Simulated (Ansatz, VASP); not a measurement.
# One calculation of RuS, two programs

File POSCAR:

```
RuS
1.0
    0.0000000000      2.6005202394      2.6005202394
    2.6005202394      0.0000000000      2.6005202394
    2.6005202394      2.6005202394      0.0000000000
Ru S
1 1
Direct
    0.0000000000      0.0000000000      0.0000000000
    0.2500000000      0.2500000000      0.2500000000
```

The input INCAR.step1:

```
SYSTEM = RuS
ALGO     = Normal         ! electronic algorithm
EDIFF    = 1E-4           ! SCF threshold, eV
ENCUT    = 520            ! plane-wave cutoff, eV
GGA      = PE             ! functional
ISMEAR   = 0              ! smearing method
LASPH    = .TRUE.         ! aspherical terms in the spheres
LCHARG   = .FALSE.        ! write CHGCAR
LREAL    = .FALSE.        ! projectors in reciprocal space
LWAVE    = .TRUE.         ! write WAVECAR
NBANDS   = 17             ! bands
NELM     = 80             ! most SCF steps
PREC     = Accurate       ! precision mode
SIGMA    = 0.05           ! smearing width, eV
```

INCAR.step2

```
SYSTEM = RuS
ALGO     = Normal         ! electronic algorithm
EDIFF    = 1E-7           ! SCF threshold, eV
ENCUT    = 520            ! plane-wave cutoff, eV
ISIF     = 2              ! what is computed and relaxed
ISMEAR   = 0              ! smearing method
ISTART   = 1            
LASPH    = .TRUE.         ! aspherical terms in the spheres
LCHARG   = .FALSE.        ! write CHGCAR
LMIXTAU  = .TRUE.       
LREAL    = .FALSE.        ! projectors in reciprocal space
LWAVE    = .FALSE.        ! write WAVECAR
METAGGA  = R2SCAN         ! meta-GGA
NBANDS   = 17             ! bands
NELM     = 80             ! most SCF steps
PREC     = Accurate       ! precision mode
SIGMA    = 0.05           ! smearing width, eV
```

Contents of KPOINTS:

```
k-points
0
G
  10 10 10
  0 0 0
```

Input for Ansatz:

```yaml
crystal:
  lattice:
    - [0.0, 2.6005202394, 2.6005202394]
    - [2.6005202394, 0.0, 2.6005202394]
    - [2.6005202394, 2.6005202394, 0.0]
  atoms:
    - { symbol: Ru, position: [0.0, 0.0, 0.0] }
    - { symbol: S, position: [0.25, 0.25, 0.25] }
basis:
  ecutwfc: 500
  ecutrho_ratio: 4
kpoints:
  mp_grid: { grid: [10, 10, 10] }
hamiltonian:
  xc: r2scan
scf:
  occupations: { method: gaussian, width: 0.05 }
output:
  forces: true
  stress: true
  eigenvalues: true
  populations: true
  write_density: true
  write_potential: true
  elf: true
  volumetric_format: npy
```

Alike in both runs: task single point; functional r2SCAN; k mesh 10 × 10 × 10; occupations gaussian, width 0.05 eV; no spin polarisation.

```csv
,VASP,Ansatz
version,VASP 6.6.1,Ansatz 0.2.0
potentials or method,"VASP PAW PBE potentials, release 64 (Ru_pv, S), cutoff 520 eV","scalar-relativistic, plane waves, PAW"
valence electrons in the cell,20,22
```

|  | VASP | Ansatz | Ansatz less VASP |
| --- | --- | --- | --- |
| gap on the k mesh at the Fermi level (eV) | none | none | - |
| pressure (GPa) | -2.7 | -2.6 | +0.07 |

VASP's potentials were made for PBE, not for r2SCAN. A gap of «none» marks a metal or a gap that the smearing closes. VASP's potentials hold 20 valence electrons a cell and Ansatz's 22, so a difference there can come from the potentials and not from the codes.
